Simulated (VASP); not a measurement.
# Li2S (Fm-3m) in VASP: vibrations by perturbation theory with PBE

Aim: the vibrations by perturbation theory of Li2S with PBE.

All numbers are computed with VASP 6.6.1; they aren't measurements. Logs are shortened: lines on timing, memory, paths and dates and some standing lists are left out, and cuts for length are marked.

### Step 1. The cell of the first run

The structure is cubic, space group Fm-3m (No. 225). Conventional cell: a = 4.944 Å, b = 4.944 Å, c = 4.944 Å, α = 90.00°, β = 90.00°, γ = 90.00°. Within 2.8 Å of Li (site symmetry -43m) lie 4 S at 2.14 Å and 6 Li at 2.47 Å. S (site symmetry m-3m) has 8 Li at 2.14 Å within 2.8 Å.

### Step 2. Vibrations by perturbation theory, PBE

INCAR

```
ALGO = Normal ; EDIFF = 1E-8
ENCUT = 750 ; GGA = PE
GGA_COMPAT = False ; IBRION = 8
ISIF = 2 ; ISMEAR = 0
LASPH = True ; LCHARG = True
LEPSILON = True ; LREAL = False
LWAVE = False ; NELM = 120
NSW = 1 ; PREC = Accurate
SIGMA = 0.01
```

KPOINTS

```
k-points
0
Gamma
  8 8 8
```

POSCAR

```
Li2S
1.0
    0.0000000000      2.4717838138      2.4717838138
    2.4717838138      0.0000000000      2.4717838138
    2.4717838138      2.4717838138      0.0000000000
Li S
2 1
Direct
    0.2500000000      0.2500000000      0.2500000000
    0.7500000000      0.7500000000      0.7500000000
    0.0000000000      0.0000000000      0.0000000000
```

Potentials or basis: VASP PAW PBE potentials, release 64 (Li_sv, S).

On the command line:

```bash
$ cat potpaw_PBE.64/Li_sv/POTCAR potpaw_PBE.64/S/POTCAR > POTCAR
$ mpirun -np 1 vasp_std > vasp.out
```

OUTCAR:

```text
EDIFF = 1E-8
   ENCUT = 750
   GGA = PE
   IBRION = 8
   ISIF = 2
   ISMEAR = 0
   LASPH = True
   LEPSILON = True
   LREAL = False
   NELM = 120
   NSW = 1
   PREC = Accurate

 ion  position               nearest neighbor table
   1  0.250  0.250  0.250-   3 2.14   3 2.14   3 2.14   3 2.14   2 2.47   2 2.47   2 2.47   2 2.47
                             2 2.47   2 2.47
   2  0.750  0.750  0.750-   3 2.14   3 2.14   3 2.14   3 2.14   1 2.47   1 2.47   1 2.47   1 2.47
                             1 2.47   1 2.47
   3  0.000  0.000  0.000-   2 2.14   2 2.14   2 2.14   1 2.14   2 2.14   1 2.14   1 2.14   1 2.14

  LATTYP: Found a face centered cubic cell.
 ALAT       =     4.9435676276

  Lattice vectors:

 A1 = (   0.0000000000,   2.4717838138,   2.4717838138)
 A2 = (   2.4717838138,   0.0000000000,   2.4717838138)
 A3 = (   2.4717838138,   2.4717838138,   0.0000000000)

Analysis of symmetry for initial positions (statically):
=====================================================================
 Subroutine PRICEL returns:
 Original cell was already a primitive cell.

 Routine SETGRP: Setting up the symmetry group for a
 face centered cubic supercell.

 Subroutine GETGRP returns: Found 48 space group operations
 (whereof 48 operations were pure point group operations)
 out of a pool of 48 trial point group operations.

The static configuration has the point symmetry O_h .

Analysis of symmetry for dynamics (positions and initial velocities):
=====================================================================
 Subroutine PRICEL returns:
 Original cell was already a primitive cell.

 Routine SETGRP: Setting up the symmetry group for a
 face centered cubic supercell.

 Subroutine GETGRP returns: Found 48 space group operations
 (whereof 48 operations were pure point group operations)
 out of a pool of 48 trial point group operations.

The dynamic configuration has the point symmetry O_h .

 Subroutine INISYM returns: Found 48 space group operations
 (whereof 48 operations are pure point group operations),
 and found     1 'primitive' translations

----------------------------------------------------------------------------------------

                                     Primitive cell

  volume of cell :      30.2038

  direct lattice vectors                    reciprocal lattice vectors
     0.000000000  2.471783814  2.471783814    -0.202283063  0.202283063  0.202283063
     2.471783814  0.000000000  2.471783814     0.202283063 -0.202283063  0.202283063
     2.471783814  2.471783814  0.000000000     0.202283063  0.202283063 -0.202283063

  length of vectors
     3.495630193  3.495630193  3.495630193     0.350364542  0.350364542  0.350364542

  position of ions in fractional coordinates (direct lattice)
     0.250000000  0.250000000  0.250000000
     0.750000000  0.750000000  0.750000000
     0.000000000  0.000000000  0.000000000

  ion indices of the primitive-cell ions
   primitive index   ion index
                 1           1
                 2           2
                 3           3

----------------------------------------------------------------------------------------

 KPOINTS: k-points

Automatic generation of k-mesh.
 Grid dimensions read from file:
 generate k-points for:    8    8    8

 Generating k-lattice:

  Cartesian coordinates                     Fractional coordinates (reciprocal lattice)
    -0.025285383  0.025285383  0.025285383     0.125000000  0.000000000  0.000000000
     0.025285383 -0.025285383  0.025285383     0.000000000  0.125000000  0.000000000
     0.025285383  0.025285383 -0.025285383     0.000000000  0.000000000  0.125000000

  Length of vectors
     0.043795568  0.043795568  0.043795568

  Shift w.r.t. Gamma in fractional coordinates (k-lattice)
     0.000000000  0.000000000  0.000000000

 Subroutine IBZKPT returns following result:
 ===========================================

 Found     29 irreducible k-points:

 Following reciprocal coordinates:
            Coordinates               Weight
  0.000000  0.000000  0.000000      1.000000
  0.125000  0.000000  0.000000      8.000000
[... 427 lines left out ...]
    total drift:                               -0.000000     -0.000000      0.000000

  FREE ENERGIE OF THE ION-ELECTRON SYSTEM (eV)
  ---------------------------------------------------
  free  energy   TOTEN  =       -10.5574347634 eV

  energy  without entropy=      -10.5574347634  energy(sigma->0) =      -10.55743476

 HEAD OF MICROSCOPIC STATIC DIELECTRIC TENSOR (INDEPENDENT PARTICLE, excluding Hartree and local field effects)
 ------------------------------------------------------
           4.961834    -0.000000     0.000000
           0.000000     4.961834     0.000000
          -0.000000     0.000000     4.961834
 ------------------------------------------------------

 Free energy of the ion-electron system (eV)
  ---------------------------------------------------
  ---------------------------------------------------
  free energy    TOTEN  =        -0.31760166 eV

  energy without entropy =       -0.31760166

------------------------ aborting loop because EDIFF is reached ----------------------------------------

--------------------------------------- Ionic step        2  -------------------------------------------

------------------------ aborting loop because EDIFF is reached ----------------------------------------

--------------------------------------- Ionic step        3  -------------------------------------------

------------------------ aborting loop because EDIFF is reached ----------------------------------------

 PIEZOELECTRIC TENSOR FIELD DIRECTION 3  (e Angst)
 -----------------------------------------------------------------------------
    -0.00020  0.00000  0.00000           ( -0.00000  0.00000 -0.00000)
     0.00000 -0.00020  0.00000           (  0.00000 -0.00000  0.00000)
    -0.00000  0.00000 -0.00112           ( -0.00000  0.00000  0.00000)

 PIEZOELECTRIC TENSOR FIELD DIRECTION 3  (C/m^2)
 -----------------------------------------------------------------------------
    -0.00011  0.00000  0.00000
     0.00000 -0.00011  0.00000
    -0.00000  0.00000 -0.00059

[... ionic steps 4 to 9 ...]

--------------------------------------- Ionic step       10  -------------------------------------------

 Free energy of the ion-electron system (eV)
  ---------------------------------------------------
  ---------------------------------------------------
  free energy    TOTEN  =        -0.10810244 eV

  energy without entropy =       -0.10810244

------------------------ aborting loop because EDIFF is reached ----------------------------------------

 INTERNAL STRAIN TENSOR  FOR ION    3  DIRECTION 1   (eV/Angst):
 -----------------------------------------------------------------------------
    -0.00602 -0.00000  0.00000
     0.00000  0.01209  0.00000
     0.00000  0.00000  0.01209

 MACROSCOPIC STATIC DIELECTRIC TENSOR (including local field effects in DFT)
 ------------------------------------------------------
           4.443442     0.000000     0.000000
          -0.000000     4.443442     0.000000
           0.000000    -0.000000     4.443442
 ------------------------------------------------------

 PIEZOELECTRIC TENSOR (including local field effects)  for field in x, y, z        (e  Angst)
          XX          YY          ZZ          XY          YZ          ZX
  --------------------------------------------------------------------------------
  x     0.00000     0.00000     0.00000     0.00000     0.00000     0.00000
  y     0.00000     0.00000     0.00000     0.00000     0.00000     0.00000
  z     0.00000     0.00000     0.00000     0.00000     0.00000     0.00000

 PIEZOELECTRIC TENSOR (including local field effects)  for field in x, y, z        (C/m^2)
          XX          YY          ZZ          XY          YZ          ZX
  --------------------------------------------------------------------------------
  x     0.00000     0.00000     0.00000     0.00000     0.00000     0.00000
  y     0.00000     0.00000     0.00000     0.00000     0.00000     0.00000
  z     0.00000     0.00000     0.00000     0.00000     0.00000     0.00000

 BORN EFFECTIVE CHARGES (including local field effects) (in |e|, cummulative output)
 ---------------------------------------------------------------------------------
 ion    1
    1     0.75471     0.00000    -0.00000
    2    -0.00000     0.75471    -0.00000
    3     0.00000     0.00000     0.75471
 ion    2
    1     0.75471    -0.00000     0.00000
    2     0.00000     0.75471     0.00000
    3    -0.00000     0.00000     0.75471
 ion    3
    1    -1.50942    -0.00000    -0.00000
    2    -0.00000    -1.50942     0.00000
    3     0.00000     0.00000    -1.50942

 INTERNAL STRAIN TENSOR FOR ION    3 for displacements in x,y,z  (eV/Angst):
          X           Y           Z          XY          YZ          ZX
  --------------------------------------------------------------------------------
  x     0.00000     0.00000     0.00000     0.00000     0.00000     0.00000
  y     0.00000     0.00000     0.00000     0.00000     0.00000     0.00000
  z     0.00000     0.00000     0.00000     0.00000     0.00000     0.00000

 SECOND DERIVATIVES (NOT SYMMETRIZED)
 ------------------------------------
               1X          1Y          1Z          2X          2Y          2Z          3X          3Y          3Z
  1X    -8.634333    0.000000    0.000000    1.827267    0.000000    0.000000    6.807066    0.000000    0.000000
  1Y     0.000000   -8.634333    0.000000    0.000000    1.827267    0.000000    0.000000    6.807066    0.000000
  1Z     0.000000    0.000000   -8.634333    0.000000    0.000000    1.827267    0.000000    0.000000    6.807066
  2X     1.827267    0.000000    0.000000   -8.634333    0.000000    0.000000    6.807066    0.000000    0.000000
  2Y     0.000000    1.827267    0.000000    0.000000   -8.634333    0.000000    0.000000    6.807066    0.000000
  2Z     0.000000    0.000000    1.827267    0.000000    0.000000   -8.634333    0.000000    0.000000    6.807066
  3X     6.889026    0.000000    0.000000    6.889026    0.000000    0.000000  -13.778052    0.000000    0.000000
  3Y     0.000000    6.889026    0.000000    0.000000    6.889026    0.000000    0.000000  -13.778052    0.000000
  3Z     0.000000    0.000000    6.889026    0.000000    0.000000    6.889026    0.000000    0.000000  -13.778052

 Eigenvectors and eigenvalues of the dynamical matrix
 ----------------------------------------------------

   1 f  =   19.098127 THz   119.997070 2PiTHz  637.044938 cm-1    78.983470 meV
             X         Y         Z           dx          dy          dz
      1.235892  1.235892  1.235892     0.688205   -0.162399    0.000000
      3.707676  3.707676  3.707676    -0.688205    0.162399   -0.000000
      0.000000  0.000000  0.000000    -0.000000    0.000000    0.000000
[... 43 lines left out ...]
   9 f/i=    0.051059 THz     0.320816 2PiTHz    1.703161 cm-1     0.211165 meV
             X         Y         Z           dx          dy          dz
      1.235892  1.235892  1.235892    -0.106011   -0.291418   -0.239197
      3.707676  3.707676  3.707676    -0.106011   -0.291418   -0.239197
      0.000000  0.000000  0.000000    -0.225379   -0.619552   -0.508531

--------------------------------------------------------------------------------------------------------

 MACROSCOPIC STATIC DIELECTRIC TENSOR IONIC CONTRIBUTION
 ------------------------------------------------------
           0.994615     0.000000     0.000000
           0.000000     0.994615     0.000000
           0.000000     0.000000     0.994615
 ------------------------------------------------------

 ELASTIC MODULI CONTR FROM IONIC RELAXATION (kBar)
 Direction    XX          YY          ZZ          XY          YZ          ZX
 --------------------------------------------------------------------------------
 XX          -0.0000     -0.0000     -0.0000     -0.0000      0.0000     -0.0000
 YY          -0.0000     -0.0000     -0.0000     -0.0000     -0.0000      0.0000
 ZZ          -0.0000     -0.0000     -0.0000     -0.0000     -0.0000     -0.0000
 XY          -0.0000     -0.0000      0.0000   -814.3807     -0.0000      0.0000
 YZ           0.0000     -0.0000     -0.0000     -0.0000   -814.3807      0.0000
 ZX          -0.0000      0.0000     -0.0000      0.0000      0.0000   -814.3807
 --------------------------------------------------------------------------------

 PIEZOELECTRIC TENSOR IONIC CONTR  for field in x, y, z        (C/m^2)
          XX          YY          ZZ          XY          YZ          ZX
  --------------------------------------------------------------------------------
  x    -0.00000    -0.00000    -0.00000    -0.00000    -0.00000    -0.00000
  y    -0.00000    -0.00000     0.00000    -0.00000    -0.00000     0.00000
  z    -0.00000    -0.00000    -0.00000    -0.00000    -0.00000    -0.00000
```

It took 7.2 min on 1 thread of Intel Xeon Platinum 8375C at 2.90GHz (Ice Lake), shared host; peak memory 0.28 GiB.

Results:

* Electronic dielectric tensor (diagonal): 4.44
* Born charges (mean of the diagonal): Li +0.75; S -1.51 e
* Highest phonon frequency at Γ, LO-TO splitting left out: 637 cm⁻¹

Phonon frequencies in cm⁻¹ (negative: imaginary):
```
              q point                       frequencies
(0.000, 0.000, 0.000)  -2 -2 -2 617 617 617 637 637 637
```

Electronic dielectric tensor:
```
4.44 0.00 0.00
0.00 4.44 0.00
0.00 0.00 4.44
```

Born effective charge tensors (e):
atom 1, Li
```
0.75 0.00 0.00
0.00 0.75 0.00
0.00 0.00 0.75
```
atom 2, Li
```
0.75 0.00 0.00
0.00 0.75 0.00
0.00 0.00 0.75
```
atom 3, S
```
-1.51  0.00  0.00
 0.00 -1.51  0.00
 0.00  0.00 -1.51
```

Caveat: the cell wasn't relaxed at this level first, which shifts response properties.
